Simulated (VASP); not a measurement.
# Cu (Fm-3m) in VASP: a series of runs

Cu is run at these levels: PBE; tasks: single point, relaxation of cell and atoms.

Program: VASP 6.6.1. These are calculated values, not measurements. Logs are shortened: lines on timing, memory, paths and dates and some standing lists are left out, and cuts for length are marked.

**1. The cell of the first run**

Symmetry: Fm-3m, No. 225, cubic system. Conventional cell: a = 3.592 Å, b = 3.592 Å, c = 3.592 Å, α = 90.00°, β = 90.00°, γ = 90.00°. Within 3.4 Å of Cu (site symmetry m-3m) lie 12 Cu at 2.54 Å.

**2. Single point, PBE**

Contents of INCAR:

```
SYSTEM = Cu
ALGO = Normal
EDIFF = 1E-6
ENCUT = 520
GGA = PE
ISIF = 2
ISMEAR = 0
LASPH = .TRUE.
LCHARG = .TRUE.
LELF = .TRUE.
LREAL = .FALSE.
LVHAR = .TRUE.
LWAVE = .FALSE.
NBANDS = 12
NELM = 80
PREC = Accurate
SIGMA = 0.01
```

Contents of KPOINTS:

```
k-points
0
G
  6 6 6
  0 0 0
```

Contents of POSCAR:

```
Cu
1.0
    0.0000000000      1.7958819562      1.7958819562
    1.7958819562      0.0000000000      1.7958819562
    1.7958819562      1.7958819562      0.0000000000
Cu
1
Direct
    0.0000000000      0.0000000000      0.0000000000
```

Potentials or basis: VASP PAW PBE potentials, release 64 (Cu).

Started as:

```
$ cat potpaw_PBE.64/Cu/POTCAR > POTCAR
$ mpirun -np 1 vasp_std > vasp.out
```

OUTCAR:

```text
SYSTEM = Cu
   EDIFF = 1E-6
   ENCUT = 520
   GGA = PE
   ISIF = 2
   ISMEAR = 0
   LASPH = .TRUE.
   LREAL = .FALSE.
   NELM = 80
   PREC = Accurate

 ion  position               nearest neighbor table
   1  0.000  0.000  0.000-

  LATTYP: Found a face centered cubic cell.
 ALAT       =     3.5917639124

  Lattice vectors:

 A1 = (   0.0000000000,   1.7958819562,   1.7958819562)
 A2 = (   1.7958819562,   0.0000000000,   1.7958819562)
 A3 = (   1.7958819562,   1.7958819562,   0.0000000000)

Analysis of symmetry for initial positions (statically):
=====================================================================
 Subroutine PRICEL returns:
 Original cell was already a primitive cell.

 Routine SETGRP: Setting up the symmetry group for a
 face centered cubic supercell.

 Subroutine GETGRP returns: Found 48 space group operations
[... 9 lines left out ...]

 Routine SETGRP: Setting up the symmetry group for a
 face centered cubic supercell.

 Subroutine GETGRP returns: Found 48 space group operations
[... 11 lines left out ...]
                                     Primitive cell

  volume of cell :      11.5841

  direct lattice vectors                    reciprocal lattice vectors
     0.000000000  1.795881956  1.795881956    -0.278414736  0.278414736  0.278414736
     1.795881956  0.000000000  1.795881956     0.278414736 -0.278414736  0.278414736
     1.795881956  1.795881956  0.000000000     0.278414736  0.278414736 -0.278414736

  length of vectors
     2.539760619  2.539760619  2.539760619     0.482228468  0.482228468  0.482228468

  position of ions in fractional coordinates (direct lattice)
     0.000000000  0.000000000  0.000000000

  ion indices of the primitive-cell ions
   primitive index   ion index
                 1           1

----------------------------------------------------------------------------------------

 KPOINTS: k-points

Automatic generation of k-mesh.
 Grid dimensions read from file:
 generate k-points for:    6    6    6

 Generating k-lattice:

  Cartesian coordinates                     Fractional coordinates (reciprocal lattice)
    -0.046402456  0.046402456  0.046402456     0.166666667  0.000000000  0.000000000
     0.046402456 -0.046402456  0.046402456     0.000000000  0.166666667  0.000000000
     0.046402456  0.046402456 -0.046402456     0.000000000  0.000000000  0.166666667

  Length of vectors
     0.080371411  0.080371411  0.080371411

  Shift w.r.t. Gamma in fractional coordinates (k-lattice)
     0.000000000  0.000000000  0.000000000

 Subroutine IBZKPT returns following result:
 ===========================================

 Found     16 irreducible k-points:

 Following reciprocal coordinates:
            Coordinates               Weight
  0.000000  0.000000  0.000000      1.000000
  0.166667  0.000000  0.000000      8.000000
  0.333333  0.000000  0.000000      8.000000
  0.500000  0.000000  0.000000      4.000000
  0.166667  0.166667  0.000000      6.000000
  0.333333  0.166667  0.000000     24.000000
[... 8 lines left out ...]
 -0.333333  0.333333  0.166667     24.000000
 -0.333333  0.500000  0.166667     12.000000
   k-points           NKPTS =     16   k-points in BZ     NKDIM =     16   number of bands    NBANDS=     12
   number of dos      NEDOS =    301   number of ions     NIONS =      1
   total plane-waves  NPLWV =   8000
   dimension x,y,z NGX =    20 NGY =   20 NGZ =   20
   dimension x,y,z NGXF=    40 NGYF=   40 NGZF=   40
   ions per type =               1
   NGX,Y,Z   is equivalent  to a cutoff of  13.09, 13.09, 13.09 a.u.
   NGXF,Y,Z  is equivalent  to a cutoff of  26.18, 26.18, 26.18 a.u.
 SYSTEM =  Cu
   PREC   = accura    normal or accurate (medium, high low for compatibility)
   ISTART =      0    job   : 0-new  1-cont  2-samecut
   ICHARG =      2    charge: 1-file 2-atom 10-const
   ISPIN  =      1    spin polarized calculation?
   LNONCOLLINEAR =      F non collinear calculations
   LSORBIT =      F    spin-orbit coupling
   LASPH  =      T    aspherical Exc in radial PAW
   ENCUT  =  520.0 eV  38.22 Ry    6.18 a.u.   4.72  4.72  4.72*2*pi/ulx,y,z
   NELM   =     80;   NELMIN=  2; NELMDL= -5     # of ELM steps
   EDIFF  = 0.1E-05   stopping-criterion for ELM
   LREAL  =      F    real-space projection
   EDIFFG = 0.1E-04   stopping-criterion for IOM
   NSW    =      0    number of steps for IOM
   IBRION =     -1    ionic relax: 0-MD 1-quasi-New 2-CG
   NFREE  =      0    steps in history (QN), initial steepest desc. (CG)
   ISIF   =      2    stress and relaxation
   ISYM   =      2    0-nonsym 1-usesym 2-fastsym
   POTIM  = 0.5000    time-step for ionic-motion
   TEBEG  =    0.0;   TEEND  =   0.0 temperature during run
   PSTRESS=    0.0 pullay stress
   NELECT =      11.0000    total number of electrons
   NUPDOWN=      -1.0000    fix difference up-down
   EMIN   =  10.00;   EMAX   =-10.00  energy-range for DOS
   EFERMI =   0.00;   METHOD = LEGACY
   ISMEAR =     0;   SIGMA  =   0.01  broadening in eV -4-tet -1-fermi 0-gaus
   EFERMI_NEDOS =   21; number of points for ismear=-14 and -15
   IALGO  =     38    algorithm
   IMIX   =      4    mixing-type and parameters
     AMIX     =   0.40;   BMIX     =  1.00
     AMIX_MAG =   1.60;   BMIX_MAG =  1.00
  volume/ion in A,a.u.               =      11.58        78.17
  Fermi-wavevector in a.u.,A,eV,Ry     =   1.609106  3.040769 35.228498  2.589222
  Thomas-Fermi vector in A             =   2.704869
   LORBIT       =      0    0 simple, 1 ext, 2 COOP (PROOUT), +10 PAW based schemes
   GGA     = PE    functional components
   LHFCALC =     F    Hartree Fock is set to
   AEXX    =    0.0000 exact exchange contribution
   IVDW    =     0    specifies the selected vdW correction
   LEPSILON=     F    determine dielectric tensor
   LRPA    =     F    only Hartree local field effects (RPA)
 non-spin polarized calculation
 Gauss-broadening in eV      SIGMA  =   0.01
  energy-cutoff  :      520.00
  volume of cell :       11.58
 maximum number of plane-waves:       331
   NGX =  9   NGY =  9   NGZ =  9

 number of electron      11.0000008 magnetization

 Free energy of the ion-electron system (eV)
  ---------------------------------------------------
  ext. energy  EPLUGINS =         0.00000000
  ---------------------------------------------------
  free energy    TOTEN  =        -3.65317988 eV

  energy without entropy =       -3.65258403  energy(sigma->0) =       -3.65288196

 E-fermi :   7.7594     XC(G=0): -12.8391

 val. band max:        7.7571123920   @ k =   0.5000   0.3333   0.1667
 cond. band min:       8.3015462963   @ k =   0.5000   0.1667   0.0000
 fundamental gap:      0.5444339043
 Fermi energy:         7.7593655126

 k-point     1 :       0.0000    0.0000    0.0000
  band No.  band energies     occupation
      1      -1.6715      2.00000
      2       4.7393      2.00000
      3       4.7393      2.00000
      4       4.7393      2.00000
      5       5.5864      2.00000
      6       5.5864      2.00000
      7      30.5778      0.00000
      8      33.3722      0.00000
      9      33.3722      0.00000
     10      33.3722      0.00000
     11      35.8811      0.00000
     12      35.8811      0.00000

 k-point     2 :       0.1667    0.0000    0.0000
  band No.  band energies     occupation
      1      -0.6694      2.00000
      2       4.5586      2.00000
      3       4.8817      2.00000
      4       4.8817      2.00000
      5       5.5595      2.00000
      6       5.5595      2.00000
      7      24.6729      0.00000
      8      31.0469      0.00000
      9      31.6931      0.00000
     10      31.6931      0.00000
     11      37.7004      0.00000
     12      38.2405      0.00000

 k-point     3 :       0.3333    0.0000    0.0000
  band No.  band energies     occupation
      1       1.7315      2.00000
      2       4.7340      2.00000
      3       4.8214      2.00000
      4       4.8214      2.00000
      5       5.8937      2.00000
      6       5.8937      2.00000
      7      16.5656      0.00000
      8      29.7900      0.00000
      9      30.4787      0.00000
     10      30.4787      0.00000
     11      34.8365      0.00000
     12      34.8365      0.00000

 k-point     4 :       0.5000    0.0000    0.0000
  band No.  band energies     occupation
      1       2.6411      2.00000
      2       4.7045      2.00000
      3       4.7045      2.00000
      4       6.1716      2.00000
      5       6.1716      2.00000
      6       6.7687      2.00000
      7      11.6823      0.00000
      8      29.0606      0.00000
      9      30.2013      0.00000
     10      30.2013      0.00000
     11      33.1833      0.00000
     12      33.1833      0.00000

 k-point     5 :       0.1667    0.1667    0.0000
  band No.  band energies     occupation
      1      -0.3433      2.00000
      2       4.3641      2.00000
      3       5.0581      2.00000
      4       5.0581      2.00000
      5       5.2697      2.00000
      6       5.7254      2.00000
      7      27.8611      0.00000
      8      27.8611      0.00000
      9      28.1513      0.00000
     10      29.8612      0.00000
     11      33.7805      0.00000
     12      41.1800      0.00000
[... 108 lines left out ...]
      1       2.8320      2.00000
      2       3.3037      2.00000
      3       6.1527      2.00000
      4       6.3189      2.00000
      5       6.3189      2.00000
      6       9.3121      0.00000
      7      15.0774      0.00000
      8      21.0607      0.00000
      9      21.0607      0.00000
     10      25.6028      0.00000
     11      28.4084      0.00000
     12      50.3137      0.00000

 k-point    14 :       0.5000    0.3333    0.1667
  band No.  band energies     occupation
      1       3.1934      2.00000
      2       3.9234      2.00000
      3       4.4534      2.00000
      4       5.6332      2.00000
      5       5.8321      2.00000
      6       7.7571      1.25000
      7      18.2204      0.00000
      8      19.2591      0.00000
      9      22.7695      0.00000
     10      32.7494      0.00000
     11      34.3184      0.00000
     12      38.6155      0.00000

 k-point    15 :      -0.3333    0.3333    0.1667
  band No.  band energies     occupation
      1       3.8122      2.00000
      2       3.8382      2.00000
      3       4.4216      2.00000
      4       5.4381      2.00000
      5       6.1387      2.00000
      6      11.4231      0.00000
      7      12.7144      0.00000
      8      19.6995      0.00000
      9      20.0194      0.00000
     10      33.1207      0.00000
     11      35.8618      0.00000
     12      41.9449      0.00000

 k-point    16 :      -0.3333    0.5000    0.1667
  band No.  band energies     occupation
      1       3.3559      2.00000
      2       3.7017      2.00000
      3       4.9416      2.00000
      4       5.7388      2.00000
      5       6.3195      2.00000
      6      11.8988      0.00000
      7      15.6137      0.00000
      8      16.6238      0.00000
      9      17.9906      0.00000
     10      31.7164      0.00000
     11      34.3612      0.00000
     12      41.5832      0.00000

------------------------ aborting loop because EDIFF is reached ----------------------------------------

  FORCE on cell =-STRESS in cart. coord.  units (eV):
  Direction    XX          YY          ZZ          XY          YZ          ZX
  --------------------------------------------------------------------------------------
  -------------------------------------------------------------------------------------
  Total        0.4755622      0.4755622      0.4755622      0.0000000     -0.0000000      0.0000000
  in kB       65.7740462     65.7740462     65.7740462      0.0000000     -0.0000000      0.0000000
  external PRESSURE =      65.7740462 kB  Pullay stress =       0.0000000 kB

 VOLUME and BASIS-vectors are now :
 -----------------------------------------------------------------------------
  energy-cutoff  :      520.00
  volume of cell :       11.58
      direct lattice vectors                 reciprocal lattice vectors
     0.000000000  1.795881956  1.795881956    -0.278414736  0.278414736  0.278414736
     1.795881956  0.000000000  1.795881956     0.278414736 -0.278414736  0.278414736
     1.795881956  1.795881956  0.000000000     0.278414736  0.278414736 -0.278414736

 POSITION                                       TOTAL-FORCE (eV/Angst)
 -----------------------------------------------------------------------------------
      0.00000      0.00000      0.00000         0.000000     -0.000000      0.000000
 -----------------------------------------------------------------------------------
    total drift:                                0.000000      0.000000      0.000000

  FREE ENERGIE OF THE ION-ELECTRON SYSTEM (eV)
  ---------------------------------------------------
  free  energy   TOTEN  =        -3.6531798819 eV

  energy  without entropy=       -3.6525840341  energy(sigma->0) =       -3.65288196
```

It took 4.2 s on 1 thread of Intel Xeon Platinum 8488C (Sapphire Rapids), shared host; peak memory 0.12 GiB.

Results:

```yaml
Free_energy: -3.6532 eV
Pressure: 6.6 GPa
```

Caveat: the k points lie up to 0.50 Å⁻¹ apart.

**3. Single point, PBE**

This run uses another cell than the first one, of 11.45 Å³/atom, 0.989 times its volume.

Contents of INCAR:

```
  ALGO = Normal
  EDIFF = 1E-6
  ENCUT = 520
  GGA = PE
  ISIF = 2
  ISMEAR = 0
  LASPH = True
  LCHARG = False
  LREAL = False
  LWAVE = False
  NBANDS = 12
  NELM = 60
  PREC = Accurate
  SIGMA = 0.01
```

Contents of KPOINTS:

```
k-points
0
Gamma
  6 6 6
```

Contents of POSCAR:

```
Cu
1.0
    0.0000000000      1.7890093223      1.7890093223
    1.7890093223      0.0000000000      1.7890093223
    1.7890093223      1.7890093223      0.0000000000
Cu
1
Direct
    0.0000000000      0.0000000000      0.0000000000
```

Potentials or basis: VASP PAW PBE potentials, release 64 (Cu).

Started as:

```
$ cat potpaw_PBE.64/Cu/POTCAR > POTCAR
$ mpirun -np 1 vasp_std > vasp.out
```

Run time: 2.8 s. Hardware: 1 thread of Intel Xeon Platinum 8488C (Sapphire Rapids), shared host; peak memory 0.12 GiB.

The run converged. Its results:

| Quantity | Value |
| --- | --- |
| Free energy | -3.6469 eV |
| Pressure | 8.6 GPa |

Levels at points of the mesh, in eV from the Fermi level:
```tsv
k point	band 2	band 3	band 4	band 5	band 6	band 7	band 8	band 9	band 10	band 11
(0.00, 0.00, 0.00)	-3.06	-3.06	-3.06	-2.20	-2.20	22.90	25.79	25.79	25.79	28.31
(0.50, 0.00, 0.00)	-3.10	-3.10	-1.60	-1.60	-1.03	3.98	21.38	22.62	22.62	25.59
(0.50, 0.50, 0.00)	-4.52	-1.62	-1.45	-1.45	1.54	7.39	13.39	13.39	17.96	20.84
```

Caveat: the k points lie up to 0.51 Å⁻¹ apart.

(Continued in part 2 of 2.)
